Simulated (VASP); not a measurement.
## LaMg3: single point with LDA

Crystal: LaMg3.

```xyz
4
Lattice="4.8686 0.0000 0.0000 0.0000 4.8686 0.0000 0.0000 0.0000 5.0881" Properties=species:S:1:pos:R:3 pbc="T T T"
La    0.0000    0.0000    0.0000
Mg    2.4343    0.0000    2.5440
Mg    2.4343    2.4343    0.0000
Mg    0.0000    2.4343    2.5440
```

```
Program             : VASP 6.6.1
Task                : single point
Functional          : LDA
Potentials or basis : VASP PAW LDA potentials, release 64 (La, Mg)
Cutoff              : 520 eV
k mesh              : 5 × 5 × 5
Occupations         : fermi-dirac, width 0.05 eV
Spin                : no spin polarisation
```

```
Pressure : -4.4 GPa
```

Stress tensor (GPa, compression positive):
```
-4.33  0.00  0.00
 0.00 -4.33  0.00
 0.00  0.00 -4.47
```

Levels at points of the mesh, in eV from the Fermi level:
```tsv
k point	band 6	band 7	band 8	band 9	band 10	band 11
(0.00, 0.00, 0.00)	-1.20	-0.97	0.35	0.66	0.66	1.29
```

Wall time 17 s on 1 thread of AMD EPYC 9R45 96-Core Processor (Zen 5), with other jobs on the host, peak memory 0.17 GiB.

Caveat: spin-orbit coupling is left out, which moves the levels of the heavy elements.
